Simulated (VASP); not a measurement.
A run of VASP 6.6.1 is set up as follows.

File INCAR:

```
SYSTEM = In3Sb
PREC = Accurate
ENCUT = 520
EDIFF = 1E-7
ISMEAR = 1
SIGMA = 0.1
LREAL = .FALSE.
LASPH = .TRUE.
NELM = 100
ALGO = Fast
ISIF = 2
LWAVE = .FALSE.
LCHARG = .FALSE.
GGA = PS
NBANDS = 30
```

The input KPOINTS:

```
regular mesh
0
G
  10 10 10
  0 0 0
```

POSCAR

```
In3Sb
1.0
    4.8369620000      0.0000000000      0.0000000000
    0.0000000000      4.8369620000      0.0000000000
    0.0000000000      0.0000000000      4.8369620000
In Sb
3 1
Direct
    0.5000000000      0.5000000000      0.0000000000
    0.5000000000      0.0000000000      0.5000000000
    0.0000000000      0.5000000000      0.5000000000
    0.0000000000      0.0000000000      0.0000000000
```

Potentials or basis: VASP PAW PBE potentials, release 64 (In_d, Sb).

Run with:

```bash
$ cat potpaw_PBE.64/In_d/POTCAR potpaw_PBE.64/Sb/POTCAR > POTCAR
$ mpirun -np 1 vasp_std > vasp.out
```

Q: Predict the band gap on the k mesh.

A: Zero (bands 22 and 23 overlap by 3.54 eV).

Q: Estimate the pressure.

A: -2.7 GPa.

Caveat: the PAW data sets were made with another functional, which shifts forces and pressure a little; spin-orbit coupling is left out, which moves the levels of the heavy elements.
